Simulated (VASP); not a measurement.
Wanted: the native input for a VASP 6.6.1 run.

```yaml
Task: single point
Functional: PBE
Potentials_or_basis: VASP PAW PBE potentials, release 64 (Y_sv, As, Lu)
Cutoff: 520 eV
k_mesh: 6 × 6 × 4
Occupations: fermi-dirac, width 0.02 eV
Spin: no spin polarisation
Dipole_correction: no
Further_INCAR_settings: ALGO = Normal; EDIFF = 1e-06; NBANDS = 31
```

The structure of YLuAs2 lies in POSCAR:

```
YLuAs2
1.0
    4.0747987446      0.0000000000      0.0000000000
    0.0000000000      4.0747987446      0.0000000000
    0.0000000000      0.0000000000      5.7632252878
Y As Lu
1 2 1
Direct
    0.0000000000      0.0000000000      0.0000000000
    0.0000000000      0.0000000000      0.5000000000
    0.5000000000      0.5000000000      0.0000000000
    0.5000000000      0.5000000000      0.5000000000
```

These files were run (other wordings do the same):

INCAR

```
  PREC = Accurate
  ENCUT = 520
  EDIFF = 1E-6
  ISMEAR = -1
  SIGMA = 0.02
  LREAL = F
  LASPH = T
  NELM = 100
  ALGO = Normal
  ISIF = 2
  LWAVE = F
  LCHARG = F
  GGA = PE
  NBANDS = 31
```

KPOINTS

```
regular mesh
0
Gamma
  6 6 4
```

Potentials or basis: VASP PAW PBE potentials, release 64 (Y_sv, As, Lu).

Run with:

```console
$ cat potpaw_PBE.64/Y_sv/POTCAR potpaw_PBE.64/As/POTCAR potpaw_PBE.64/Lu/POTCAR > POTCAR
$ mpirun -np 1 vasp_std > vasp.out
```

Results of the run:

- Pressure: 0.1 GPa
- Band gap on the k mesh: zero (bands 23 and 24 overlap by 0.98 eV)

Caveat: spin-orbit coupling is left out, which moves the levels of the heavy elements.

Run time: 38 s on 1 thread of Intel(R) Xeon(R) 6975P-C (Granite Rapids), with other jobs on the host, peak memory 0.27 GiB.
